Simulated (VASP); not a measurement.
## NiO2: single point with PBEsol

The system is NiO2.

```xyz
6
Lattice="2.7833 0.0000 0.0000 -1.3917 2.4225 0.0000 0.0000 0.0000 10.8430" Properties=species:S:1:pos:R:3 pbc="T T T"
Ni    0.0000    0.0000    0.0000
Ni    0.0000    0.0000    5.4215
O     1.3917    0.8075    0.9335
O     1.3917    0.8075    4.4880
O     0.0000    1.6150    9.9095
O     0.0000    1.6150    6.3550
```

This cell differs from its parent crystal: strain +0.0050 x Voigt [0, 1, 0, 0, 0, 0].

- Program: VASP 6.6.1
- Task: single point
- Functional: PBEsol
- Potentials or basis: VASP PAW PBE potentials, release 64 (Ni_sv_GW, O)
- Cutoff: 700 eV
- k mesh: 12 × 12 × 4
- Occupations: gaussian, width 0.05 eV
- Spin: no spin polarisation

The pressure is -0.9 GPa. The largest force is 0.033 eV/Å and the band gap on the k mesh is 1.13 eV (least direct gap 1.37 eV).

Forces in eV/Å, atoms in the order of the input:
```
Ni   0.000  0.000  0.000
Ni   0.000  0.000  0.000
O    0.000  0.025 -0.021
O    0.000  0.025  0.021
O    0.000 -0.025  0.021
O    0.000 -0.025 -0.021
```

Stress tensor (GPa, compression positive):
```
-0.37  0.00  0.00
 0.00 -1.59  0.00
 0.00  0.00 -0.82
```

Levels at points of the mesh, in eV from the valence-band top:
| k point | band 28 | band 29 | band 30 | band 31 | band 32 | band 33 |
| --- | --- | --- | --- | --- | --- | --- |
| (0.00, 0.00, 0.00) | -1.06 | -0.21 | -0.07 | 2.35 | 2.36 | 2.37 |
| (0.50, 0.00, 0.00) | -1.59 | -0.99 | -0.96 | 1.64 | 1.75 | 2.24 |
| (0.00, 0.50, 0.00) | -1.59 | -1.01 | -0.98 | 1.62 | 1.73 | 2.25 |
| (0.00, 0.00, 0.50) | -1.07 | -0.13 | -0.13 | 2.36 | 2.36 | 2.37 |
| (0.50, 0.00, 0.50) | -1.60 | -0.97 | -0.97 | 1.70 | 1.70 | 2.25 |
| (0.00, 0.50, 0.50) | -1.59 | -0.99 | -0.99 | 1.68 | 1.68 | 2.26 |

Run time: 7.4 min on 1 thread of AMD EPYC 9R45 96-Core Processor (Zen 5), on a shared host, peak memory 0.58 GiB.

Caveat: the cell differs from its parent crystal (strain +0.0050 x Voigt [0, 1, 0, 0, 0, 0]); the PAW data sets were made with another functional, which shifts forces and pressure a little; the run has no spin polarisation, though such a crystal can be magnetic. A k mesh can miss the band edges.
